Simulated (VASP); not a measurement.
Runs of VASP 6.6.1 on HPbNO4. The structure is that of space group Pmmn (No. 59), or close to it. The cells are those of the table. 

```tsv
level	cell	k mesh	grid for exact exchange (PRECFOCK)	share of exact exchange	gap on the mesh (eV)	pressure (GPa)	largest force (eV/Å)
PBE	a = 4.957, b = 5.634, c = 7.291 Å, 14 atoms	6 × 5 × 4	-	-	2.80	-1.2	0.17
B3LYP	a = 4.925, b = 5.597, c = 7.243 Å, 14 atoms	3 × 2 × 2	Fast	0.2	4.79	(a)	0.43
PBE	a = 4.925, b = 5.597, c = 7.243 Å, 14 atoms	6 × 6 × 4	-	-	2.74	0.7	0.57
PBE	a = 4.891, b = 5.560, c = 7.195 Å, 14 atoms	6 × 5 × 4	-	-	2.91	(b)	1.25
```

Alike in all rows: task single point; potentials or basis VASP PAW PBE potentials, release 64 (H, Pb_d, N, O); no spin polarisation; cutoff (eV) 520; smearing fermi-dirac 0.05 eV.

**Question.** Fill in the values left out.

**Answer.** (a) -0.7; (b) 2.7.

Caveats: some runs use coarse meshes; the standard files for N, O and F lose accuracy on very short bonds; spin-orbit coupling is left out, which moves the levels of the heavy elements; the PAW data sets were made with another functional, which shifts forces and pressure a little (at least some runs); forces of over 1 eV/Å act on the atoms, so gaps and moduli don't describe the material at rest (at least some runs).

A k mesh can miss the band edges, and the runs leave out spin-orbit coupling on Pb.
